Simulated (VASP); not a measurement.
Input of a VASP 6.6.1 run:

Contents of INCAR:

```
SYSTEM = Zr2SeS2
ALGO = Normal
EDIFF = 1E-7
EDIFFG = -0.04
ENCUT = 600
GGA = PE
IBRION = 2
ISIF = 3
ISMEAR = 0
LASPH = .True.
LCHARG = .False.
LREAL = .False.
LWAVE = .False.
NELM = 60
NSW = 90
PREC = Accurate
SIGMA = 0.1
```

File KPOINTS:

```
k-points
0
Gamma
  6 6 4
  0 0 0
```

Contents of POSCAR:

```
Zr2SeS2
1.0
    4.5193165600      0.0000000000      0.0000000000
   -2.2596582800      3.9138429500      0.0000000000
    0.0000000000      0.0000000000      7.4345836100
Zr Se S
2 1 2
Direct
    0.3333333300      0.6666666700      0.6200000000
    0.6666666700      0.3333333300      0.3800000000
    0.0000000000      0.0000000000      0.0000000000
    0.3333333300      0.6666666700      0.2599999900
    0.6666666700      0.3333333300      0.7400000100
```

Potentials or basis: VASP PAW PBE potentials, release 64 (Zr_sv, Se, S).

Run with:

```sh
$ cat potpaw_PBE.64/Zr_sv/POTCAR potpaw_PBE.64/Se/POTCAR potpaw_PBE.64/S/POTCAR > POTCAR
$ mpirun -np 1 vasp_std > vasp.out
```

(1) Predict the band gap on the k mesh.

(2) What does it give for the relaxed volume?

(3) What does it give for the relaxed cell?

## Answers

(1) zero (bands 21 and 22 overlap by 0.73 eV).

(2) 21.24 Å³/atom.

(3) a = 4.358 Å, b = 4.358 Å, c = 6.456 Å, α = 90.00°, β = 90.00°, γ = 120.00°.

Caveat: the volume moved by over 15 % at a fixed basis, so the end points are rough.
